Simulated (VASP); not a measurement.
Here is a VASP 6.6.1 calculation.

INCAR

```
SYSTEM = Al2Fe
PREC = Accurate
ENCUT = 520
EDIFF = 1E-6
ISMEAR = 0
SIGMA = 0.1
LREAL = .False.
LASPH = .True.
NELM = 150
ALGO = Fast
ISIF = 2
LWAVE = .False.
LCHARG = .False.
ISPIN = 2
MAGMOM = 0 0 0 0 2.25 2.25
LORBIT = 11
LMAXMIX = 4
GGA = PE
NBANDS = 27
```

The input KPOINTS:

```
regular mesh
0
Gamma
  4 4 4
  0 0 0
```

File POSCAR:

```
Al2Fe
1.0
    0.0000000000      3.5355902410      3.5355902410
    3.5355902410      0.0000000000      3.5355902410
    3.5355902410      3.5355902410      0.0000000000
Al Fe
4 2
Direct
    0.6250000000      0.6250000000      0.6250000000
    0.1250000000      0.6250000000      0.6250000000
    0.6250000000      0.6250000000      0.1250000000
    0.6250000000      0.1250000000      0.6250000000
    0.0000000000      0.0000000000      0.0000000000
    0.2500000000      0.2500000000      0.2500000000
```

Potentials or basis: VASP PAW PBE potentials, release 64 (Al, Fe).

Command:

```sh
$ cat potpaw_PBE.64/Al/POTCAR potpaw_PBE.64/Fe/POTCAR > POTCAR
$ mpirun -np 1 vasp_std > vasp.out
```

**Question.** Predict the pressure.

**Answer.** 0.1 GPa.

**Question.** What does it give for the site moments?

**Answer.** Al -0.02; Fe +2.42 μB.

**Question.** Predict the net moment.

**Answer.** 4.57 μB per cell.

Caveat: the k points lie up to 0.38 Å⁻¹ apart.
